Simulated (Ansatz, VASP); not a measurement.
## One calculation of Fe, two programs

INCAR

```
PREC = Accurate
ENCUT = 520
EDIFF = 1E-6
ISMEAR = -1
SIGMA = 0.05
LREAL = False
LASPH = True
NELM = 150
ALGO = Normal
ISIF = 2
LWAVE = False
LCHARG = True
ISPIN = 2
MAGMOM = 2.135
LORBIT = 11
LMAXMIX = 4
GGA = PS
LELF = True
LVHAR = True
NBANDS = 14
```

The input KPOINTS:

```
regular mesh
0
Gamma
  26 26 26
```

File POSCAR:

```
Fe
1.0
   -1.3940458675      1.3940458675      1.3940458675
    1.3940458675     -1.3940458675      1.3940458675
    1.3940458675      1.3940458675     -1.3940458675
Fe
1
Direct
    0.0000000000      0.0000000000      0.0000000000
```

Input for Ansatz:

```yaml
crystal:
  lattice:
    - [-1.3940458673, 1.3940458673, 1.3940458673]
    - [1.3940458673, -1.3940458673, 1.3940458673]
    - [1.3940458673, 1.3940458673, -1.3940458673]
  atoms:
    - { symbol: Fe, position: [0.0, 0.0, 0.0], spin: 2.135 }
hamiltonian:
  xc: pbesol
  pseudopotentials:
    kind: paw
    azcp:
      Fe: "pseudopotentials/Fe.paw.azcp"
basis:
  ecutwfc: 420
  fft_grid_basis: typed
kpoints:
  mp_grid: { grid: [26, 26, 26], shift: [0, 0, 0] }
magnetization:
  spin_polarized: true
scf:
  occupations: { method: fermi_dirac, width: 0.05 }
```

Alike in both runs: task single point; functional PBEsol; k mesh 26 × 26 × 26; occupations fermi-dirac, width 0.05 eV; collinear spin.

|  | VASP | Ansatz |
| --- | --- | --- |
| version | VASP 6.6.1 | Ansatz 0.2.0 |
| potentials or method | VASP PAW PBE potentials, release 64 (Fe), cutoff 520 eV | plane waves (420 eV) with PAW, scalar-relativistic |
| valence electrons in the cell | 8 | 16 |

```tsv
	VASP	Ansatz	Ansatz less VASP
net moment per atom (μB)	2.12	2.10	-0.014
size of the moment on the site where the two differ most (μB)	2.10	2.13	+0.032
```

VASP's potentials were made for PBE, not for PBEsol, and Ansatz warns of the same on its side. Site moments also hang on the region over which each program counts them. With one functional, cell and mesh, what is left measures potentials, basis and numerics. VASP's potentials hold 8 valence electrons a cell and Ansatz's 16, so a difference there can come from the potentials and not from the codes.
